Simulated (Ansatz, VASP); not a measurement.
Two plane-wave programs on C

Contents of INCAR:

```
  PREC = Accurate
  ENCUT = 520
  EDIFF = 1E-6
  ISMEAR = -1
  SIGMA = 0.05
  LREAL = F
  LASPH = T
  NELM = 100
  ALGO = Normal
  ISIF = 2
  LWAVE = F
  LCHARG = F
  GGA = PE
  NBANDS = 16
```

The input KPOINTS:

```
Automatic mesh
0
Gamma
  14 14 4
```

The input POSCAR:

```
C
1.0
    2.5306616200      0.0000000000      0.0000000000
   -1.2653308100      2.1916172513      0.0000000000
    0.0000000000      0.0000000000      8.7483077794
C
4
Direct
    1.0000000000      1.0000000000      0.2500000000
    0.0000000000      0.0000000000      0.7500000000
    0.3333333333      0.6666666667      0.2500000000
    0.6666666667      0.3333333333      0.7500000000
```

Input for Ansatz:

```yaml
crystal:
  lattice:
    - [2.53066162, 0.0, 0.0]
    - [-1.26533081, 2.1916172513, 0.0]
    - [0.0, 0.0, 8.7483077794]
  atoms:
    - { symbol: C, position: [1.0, 1.0, 0.25] }
    - { symbol: C, position: [0.0, 0.0, 0.75] }
    - { symbol: C, position: [0.3333333333, 0.6666666667, 0.25] }
    - { symbol: C, position: [0.6666666667, 0.3333333333, 0.75] }
hamiltonian:
  xc: pbe
  pseudopotentials:
    kind: paw
    azcp:
      C: "pseudopotentials/C.paw.azcp"
basis:
  ecutwfc: 420
  fft_grid_basis: typed
kpoints:
  mp_grid: { grid: [14, 14, 4], shift: [0, 0, 0] }
magnetization:
  spin_polarized: false
scf:
  occupations: { method: fermi_dirac, width: 0.05 }
output:
  stress: true
```

Alike in both runs: task single point; functional PBE; k mesh 14 × 14 × 4; occupations fermi-dirac, width 0.05 eV; no spin polarisation.

|  | VASP | Ansatz |
| --- | --- | --- |
| version | VASP 6.6.1 | Ansatz 0.2.0 |
| potentials or method | VASP PAW PBE potentials, release 64 (C), cutoff 520 eV | plane waves (420 eV) with PAW, scalar-relativistic |
| valence electrons in the cell | 16 | 16 |

```csv
,VASP,Ansatz,Ansatz less VASP
pressure (GPa),-14.2,-14.5,-0.29
"traceless stress, the component that is largest in VASP (GPa)",14.18,14.53,+0.346
```
